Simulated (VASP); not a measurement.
# Si4HO8 in VASP: single point with LDA

Aim: the single point of Si4HO8 with LDA.

All numbers are computed with VASP 6.6.1; they aren't measurements. Logs are shortened: lines on timing, memory, paths and dates and some standing lists are left out, and cuts for length are marked.

## 1. The cell of the first run

The cell holds a sheet with vacuum, 26 atoms: a = 10.640 Å, b = 5.320 Å, c = 18.000 Å, α = 90.00°, β = 90.00°, γ = 120.00°.

## 2. Single point, LDA

Input file INCAR:

```
PREC = Accurate
ENCUT = 520
EDIFF = 1E-7
ISMEAR = 0
SIGMA = 0.01
LREAL = Auto
LASPH = True
NELM = 60
ALGO = Normal
ISIF = 2
LWAVE = False
LCHARG = False
GGA = CA
NBANDS = 84
```

Input file KPOINTS:

```
Automatic mesh
0
Gamma
  2 4 1
```

Input file POSCAR:

```
Si4HO8
1.0
   10.6400000000      0.0000000000      0.0000000000
   -2.6600000000      4.6072550000      0.0000000000
    0.0000000000      0.0000000000     18.0000000000
Si O H
8 16 2
Direct
    0.1676017316      0.6744572831      0.6486200891
    0.1694318519      0.6704539984      0.4054648487
    0.3327392681      0.3351310764      0.5894291461
    0.3335625754      0.3355437132      0.4092207810
    0.6685756749      0.6740502200      0.5887334330
    0.6695103982      0.6738638323      0.4108897408
    0.8371430984      0.3426609244      0.5898635189
    0.8378836741      0.3424653122      0.4109496691
    0.1710397006      0.6721117606      0.4948964595
    0.3247096748      0.3358575245      0.4994932221
    0.2515230817      0.0127296689      0.6231678389
    0.2522513814      0.0062559323      0.3782209114
   -0.0018873529      0.5040736087      0.6247355041
    0.0016088581      0.5072911067      0.3780686069
    0.2511680305      0.5091182031      0.6158838861
    0.2531650586      0.5032446351      0.3769184450
    0.6695723377      0.6747646466      0.4998815403
    0.8430556054      0.3476637714      0.5004972331
    0.7508520356      0.0068918673      0.6174812144
    0.7522427975      0.0077525045      0.3828320466
    0.5006566038      0.5057165926      0.6158325126
    0.5020056011      0.5037687224      0.3836388952
    0.7508851634      0.5057998093      0.6174272853
    0.7527929230      0.5067630903      0.3828612046
    0.2151353242      0.5701174525      0.5192043257
    0.1744409030      0.6682657432      0.7303696415
```

Potentials or basis: VASP PAW LDA potentials, release 64 (Si, O, H).

Launch:

```console
$ cat potpaw_LDA.64/Si/POTCAR potpaw_LDA.64/O/POTCAR potpaw_LDA.64/H/POTCAR > POTCAR
$ mpirun -np 1 vasp_std > vasp.out
```

OUTCAR:

```text
PREC = Accurate
   ENCUT = 520
   EDIFF = 1E-7
   ISMEAR = 0
   LREAL = Auto
   LASPH = True
   NELM = 60
   ISIF = 2
   GGA = CA

 ion  position               nearest neighbor table
   1  0.168  0.674  0.649-  26 1.47  13 1.62  11 1.62  15 1.64
   2  0.169  0.670  0.405-   9 1.61  12 1.62  14 1.62  16 1.63   4 3.06   8 3.06   4 3.07
   3  0.333  0.335  0.589-  11 1.60  21 1.62  10 1.62  15 1.62   5 3.09
   4  0.334  0.336  0.409-  12 1.62  22 1.62  16 1.62  10 1.63   2 3.06   2 3.07   6 3.10
   5  0.669  0.674  0.589-  17 1.60  23 1.62  19 1.62  21 1.62   7 3.08   7 3.08   3 3.09
   6  0.670  0.674  0.411-  17 1.60  24 1.62  20 1.62  22 1.62   8 3.08   8 3.08   4 3.10
   7  0.837  0.343  0.590-  18 1.61  13 1.61  23 1.62  19 1.63   5 3.08   5 3.08
   8  0.838  0.342  0.411-  18 1.61  14 1.62  24 1.62  20 1.62   2 3.06   6 3.08   6 3.08
   9  0.171  0.672  0.495-  25 0.98   2 1.61
  10  0.325  0.336  0.499-   3 1.62   4 1.63
  11  0.252  0.013  0.623-   3 1.60   1 1.62
  12  0.252  0.006  0.378-   4 1.62   2 1.62
  13  0.998  0.504  0.625-   7 1.61   1 1.62
  14  0.002  0.507  0.378-   8 1.62   2 1.62
[... 8 lines left out ...]
  23  0.751  0.506  0.617-   5 1.62   7 1.62
  24  0.753  0.507  0.383-   6 1.62   8 1.62
  25  0.215  0.570  0.519-   9 0.98
  26  0.174  0.668  0.730-   1 1.47

  Warning from LATTYP: Monoclinic adjustment (A1->A3, A2->A1, A3->A2)!
  LATTYP: Found a simple orthorhombic cell.
 ALAT       =     5.3199998717
 B/A-ratio  =     1.7320508354
 C/A-ratio  =     3.3834587282

  Lattice vectors:

 A1 = (   2.6600000000,  -4.6072550000,   0.0000000000)
 A2 = (   7.9800000000,   4.6072550000,   0.0000000000)
 A3 = (   0.0000000000,   0.0000000000,  18.0000000000)

Analysis of symmetry for initial positions (statically):
=====================================================================
 Subroutine PRICEL returns:
 Original cell was already a primitive cell.

 Routine SETGRP: Setting up the symmetry group for a
 simple orthorhombic supercell.

 Subroutine GETGRP returns: Found  1 space group operations
 (whereof  1 operations were pure point group operations)
 out of a pool of  8 trial point group operations.

The static configuration has the point symmetry C_1 .

Analysis of symmetry for dynamics (positions and initial velocities):
=====================================================================
 Subroutine PRICEL returns:
 Original cell was already a primitive cell.

 Routine SETGRP: Setting up the symmetry group for a
 simple orthorhombic supercell.

 Subroutine GETGRP returns: Found  1 space group operations
 (whereof  1 operations were pure point group operations)
 out of a pool of  8 trial point group operations.

The dynamic configuration has the point symmetry C_1 .

 Subroutine INISYM returns: Found  1 space group operations
 (whereof  1 operations are pure point group operations),
 and found     1 'primitive' translations

----------------------------------------------------------------------------------------

                                     Primitive cell

  volume of cell :     882.3815

  direct lattice vectors                    reciprocal lattice vectors
    10.640000000  0.000000000  0.000000000     0.093984962  0.054262245  0.000000000
    -2.660000000  4.607255000  0.000000000     0.000000000  0.217048980  0.000000000
     0.000000000  0.000000000 18.000000000     0.000000000  0.000000000  0.055555556

  length of vectors
    10.640000000  5.319999872 18.000000000     0.108524488  0.217048980  0.055555556

  position of ions in fractional coordinates (direct lattice)
     0.167601732  0.674457283  0.648620089
     0.169431852  0.670453998  0.405464849
     0.332739268  0.335131076  0.589429146
     0.333562575  0.335543713  0.409220781
     0.668575675  0.674050220  0.588733433
     0.669510398  0.673863832  0.410889741
[... 18 lines left out ...]
     0.215135324  0.570117452  0.519204326
     0.174440903  0.668265743  0.730369641

  ion indices of the primitive-cell ions
   primitive index   ion index
                 1           1
                 2           2
                 3           3
                 4           4
                 5           5
                 6           6
[... 18 lines left out ...]
                25          25
                26          26

----------------------------------------------------------------------------------------

 KPOINTS: Automatic mesh

Automatic generation of k-mesh.
 Grid dimensions read from file:
 generate k-points for:    2    4    1

 Generating k-lattice:

  Cartesian coordinates                     Fractional coordinates (reciprocal lattice)
     0.046992481  0.027131123  0.000000000     0.500000000  0.000000000  0.000000000
     0.000000000  0.054262245  0.000000000     0.000000000  0.250000000  0.000000000
     0.000000000  0.000000000  0.055555556     0.000000000  0.000000000  1.000000000

  Length of vectors
     0.054262244  0.054262245  0.055555556

  Shift w.r.t. Gamma in fractional coordinates (k-lattice)
     0.000000000  0.000000000  0.000000000

 Subroutine IBZKPT returns following result:
 ===========================================

 Found      6 irreducible k-points:

 Following reciprocal coordinates:
            Coordinates               Weight
  0.000000  0.000000  0.000000      1.000000
  0.500000  0.000000  0.000000      1.000000
  0.000000  0.250000  0.000000      2.000000
  0.500000  0.250000  0.000000      2.000000
  0.000000  0.500000  0.000000      1.000000
  0.500000  0.500000  0.000000      1.000000
   k-points           NKPTS =      6   k-points in BZ     NKDIM =      6   number of bands    NBANDS=     84
   number of dos      NEDOS =    301   number of ions     NIONS =     26
   total plane-waves  NPLWV = 448000
   dimension x,y,z NGX =    80 NGY =   40 NGZ =  140
   dimension x,y,z NGXF=   160 NGYF=   80 NGZF=  280
   ions per type =               8  16   2
   NGX,Y,Z   is equivalent  to a cutoff of  12.50, 12.50, 12.93 a.u.
   NGXF,Y,Z  is equivalent  to a cutoff of  25.00, 25.00, 25.86 a.u.
 SYSTEM =  unknown system
   PREC   = accura    normal or accurate (medium, high low for compatibility)
   ISTART =      0    job   : 0-new  1-cont  2-samecut
   ICHARG =      2    charge: 1-file 2-atom 10-const
   ISPIN  =      1    spin polarized calculation?
   LNONCOLLINEAR =      F non collinear calculations
   LSORBIT =      F    spin-orbit coupling
   LASPH  =      T    aspherical Exc in radial PAW
   ENCUT  =  520.0 eV  38.22 Ry    6.18 a.u.  19.78  9.89 33.47*2*pi/ulx,y,z
   NELM   =     60;   NELMIN=  2; NELMDL= -5     # of ELM steps
   EDIFF  = 0.1E-06   stopping-criterion for ELM
   LREAL  =      T    real-space projection
   EDIFFG = 0.1E-05   stopping-criterion for IOM
   NSW    =      0    number of steps for IOM
   IBRION =     -1    ionic relax: 0-MD 1-quasi-New 2-CG
   NFREE  =      0    steps in history (QN), initial steepest desc. (CG)
   ISIF   =      2    stress and relaxation
   ISYM   =      2    0-nonsym 1-usesym 2-fastsym
   POTIM  = 0.5000    time-step for ionic-motion
   TEBEG  =    0.0;   TEEND  =   0.0 temperature during run
   PSTRESS=    0.0 pullay stress
   NELECT =     130.0000    total number of electrons
   NUPDOWN=      -1.0000    fix difference up-down
   EMIN   =  10.00;   EMAX   =-10.00  energy-range for DOS
   EFERMI =   0.00;   METHOD = LEGACY
   ISMEAR =     0;   SIGMA  =   0.01  broadening in eV -4-tet -1-fermi 0-gaus
   EFERMI_NEDOS =   21; number of points for ismear=-14 and -15
   IALGO  =     38    algorithm
   IMIX   =      4    mixing-type and parameters
     AMIX     =   0.40;   BMIX     =  1.00
     AMIX_MAG =   1.60;   BMIX_MAG =  1.00
  volume/ion in A,a.u.               =      33.94       229.02
  Fermi-wavevector in a.u.,A,eV,Ry     =   0.864644  1.633940 10.171833  0.747609
  Thomas-Fermi vector in A             =   1.982771
   LORBIT       =      0    0 simple, 1 ext, 2 COOP (PROOUT), +10 PAW based schemes
   GGA     = CA    functional components
   LHFCALC =     F    Hartree Fock is set to
   AEXX    =    0.0000 exact exchange contribution
   IVDW    =     0    specifies the selected vdW correction
   LEPSILON=     F    determine dielectric tensor
   LRPA    =     F    only Hartree local field effects (RPA)
 non-spin polarized calculation
 Gauss-broadening in eV      SIGMA  =   0.01
  energy-cutoff  :      520.00
  volume of cell :      882.38
 maximum number of plane-waves:     23836
 NGX is ok and might be reduce to    80
   NGX = 39   NGY = 19   NGZ = 67

 number of electron     130.0000002 magnetization

 Free energy of the ion-electron system (eV)
  ---------------------------------------------------
  ext. energy  EPLUGINS =         0.00000000
  ---------------------------------------------------
  free energy    TOTEN  =      -212.57006442 eV

  energy without entropy =     -212.57006442  energy(sigma->0) =     -212.57006442

 E-fermi :  -4.7886     XC(G=0):  -4.0246

 val. band max:       -4.8420584009   @ k =   0.0000   0.0000   0.0000
 cond. band min:       0.7076928469   @ k =   0.0000   0.0000   0.0000
 fundamental gap:      5.5497512478
 Fermi energy:        -4.7885575408

 k-point     1 :       0.0000    0.0000    0.0000
  band No.  band energies     occupation
      1     -24.0899      2.00000
      2     -23.6962      2.00000
      3     -23.5735      2.00000
      4     -23.1512      2.00000
      5     -23.0860      2.00000
      6     -22.6225      2.00000
[... 69 lines left out ...]
     76       3.7120      0.00000
     77       3.8718      0.00000

 k-point     2 :       0.5000    0.0000    0.0000
  band No.  band energies     occupation
      1     -23.9852      2.00000
      2     -23.8919      2.00000
      3     -23.4364      2.00000
      4     -23.3883      2.00000
      5     -22.8071      2.00000
      6     -22.6834      2.00000
[... 69 lines left out ...]
     76       3.8977      0.00000
     77       4.0349      0.00000

 k-point     3 :       0.0000    0.2500    0.0000
  band No.  band energies     occupation
      1     -23.9507      2.00000
      2     -23.6553      2.00000
      3     -23.4189      2.00000
      4     -23.1854      2.00000
      5     -23.1040      2.00000
      6     -22.7364      2.00000
[... 69 lines left out ...]
     76       4.1264      0.00000
     77       4.1964      0.00000

 k-point     4 :       0.5000    0.2500    0.0000
  band No.  band energies     occupation
      1     -23.9392      2.00000
      2     -23.6876      2.00000
      3     -23.4146      2.00000
      4     -23.1530      2.00000
      5     -23.0903      2.00000
      6     -22.7863      2.00000
[... 69 lines left out ...]
     76       4.1507      0.00000
     77       4.2056      0.00000

 k-point     5 :       0.0000    0.5000    0.0000
  band No.  band energies     occupation
      1     -23.7578      2.00000
      2     -23.5523      2.00000
      3     -23.2800      2.00000
      4     -23.1625      2.00000
      5     -23.1482      2.00000
      6     -22.9972      2.00000
[... 69 lines left out ...]
     76       4.1102      0.00000
     77       4.2991      0.00000

 k-point     6 :       0.5000    0.5000    0.0000
  band No.  band energies     occupation
      1     -23.7587      2.00000
      2     -23.5540      2.00000
      3     -23.2778      2.00000
      4     -23.1638      2.00000
      5     -23.1482      2.00000
      6     -22.9973      2.00000
[... 69 lines left out ...]
     76       4.2200      0.00000
     77       4.2907      0.00000
 [bands above 77 left out]

------------------------ aborting loop because EDIFF is reached ----------------------------------------

  FORCE on cell =-STRESS in cart. coord.  units (eV):
  Direction    XX          YY          ZZ          XY          YZ          ZX
  --------------------------------------------------------------------------------------
  -------------------------------------------------------------------------------------
  Total      -10.1817995    -10.5099778      0.8182563     -0.5131242     -0.0470545      0.0789149
  in kB      -18.4875235    -19.0834107      1.4857426     -0.9317012     -0.0854389      0.1432891
  external PRESSURE =     -12.0283972 kB  Pullay stress =       0.0000000 kB

 VOLUME and BASIS-vectors are now :
 -----------------------------------------------------------------------------
  energy-cutoff  :      520.00
  volume of cell :      882.38
      direct lattice vectors                 reciprocal lattice vectors
    10.640000000  0.000000000  0.000000000     0.093984962  0.054262245  0.000000000
    -2.660000000  4.607255000  0.000000000     0.000000000  0.217048980  0.000000000
     0.000000000  0.000000000 18.000000000     0.000000000  0.000000000  0.055555556

 POSITION                                       TOTAL-FORCE (eV/Angst)
 -----------------------------------------------------------------------------------
     -0.01077      3.10740     11.67516         0.003354      0.002802      0.093714
      0.01935      3.08895      7.29837        -0.027656      0.018597     -0.107990
      2.64890      1.54403     10.60972        -0.016816     -0.009501      0.039317
      2.65656      1.54594      7.36597         0.007127     -0.001975     -0.049267
      5.32067      3.10552     10.59720        -0.002247     -0.001134      0.072868
      5.33111      3.10466      7.39602        -0.003861      0.000098     -0.067750
[... 18 lines left out ...]
      0.77253      2.62668      9.34568         0.111547     -0.071057      0.114700
      0.07846      3.07887     13.14665         0.001799     -0.001150     -0.007786
 -----------------------------------------------------------------------------------
    total drift:                               -0.001575     -0.003318      0.008689

  FREE ENERGIE OF THE ION-ELECTRON SYSTEM (eV)
  ---------------------------------------------------
  free  energy   TOTEN  =      -212.5700644226 eV

  energy  without entropy=     -212.5700644226  energy(sigma->0) =     -212.57006442
```

It took 24 min on 1 thread of Intel Xeon Platinum 8259CL at 2.50GHz (Skylake/Cascade Lake), shared host; peak memory 0.8 GiB.

Results:

```
Free energy            : -212.5701 eV
Largest force          : 0.175 eV/Å
Band gap on the k mesh : 5.55 eV, direct
```

Forces on the atoms (eV/Å):
```
Si   0.003  0.003  0.094
Si  -0.028  0.019 -0.108
Si  -0.017 -0.010  0.039
Si   0.007 -0.002 -0.049
Si  -0.002 -0.001  0.073
Si  -0.004  0.000 -0.068
Si   0.018  0.010  0.056
Si   0.000 -0.002 -0.058
O   -0.086  0.055  0.014
O    0.000  0.001 -0.016
O    0.001 -0.002  0.002
O    0.001 -0.015 -0.020
O   -0.003 -0.003 -0.004
O    0.007  0.000 -0.021
O   -0.005  0.004 -0.010
O   -0.007  0.004 -0.019
O    0.000  0.000 -0.003
O   -0.002 -0.002 -0.007
O   -0.002  0.001  0.015
O    0.000  0.001 -0.015
O    0.005  0.003  0.008
O    0.004  0.004 -0.010
O   -0.003  0.001  0.015
O   -0.001  0.001 -0.016
H    0.112 -0.071  0.115
H    0.002 -0.001 -0.008
```

Levels at points of the mesh, in eV from the valence-band top:
```tsv
k point	band 61	band 62	band 63	band 64	band 65	band 66	band 67	band 68	band 69	band 70
(0.00, 0.00, 0.00)	-0.43	-0.34	-0.25	-0.10	0.00	5.55	6.79	7.36	7.55	7.58
(0.50, 0.00, 0.00)	-0.42	-0.40	-0.35	-0.26	-0.24	6.11	6.33	7.16	7.42	7.71
(0.00, 0.50, 0.00)	-0.72	-0.52	-0.41	-0.30	-0.20	7.15	7.44	7.58	7.75	7.84
(0.50, 0.50, 0.00)	-0.78	-0.57	-0.40	-0.30	-0.21	7.06	7.27	7.58	8.13	8.16
```
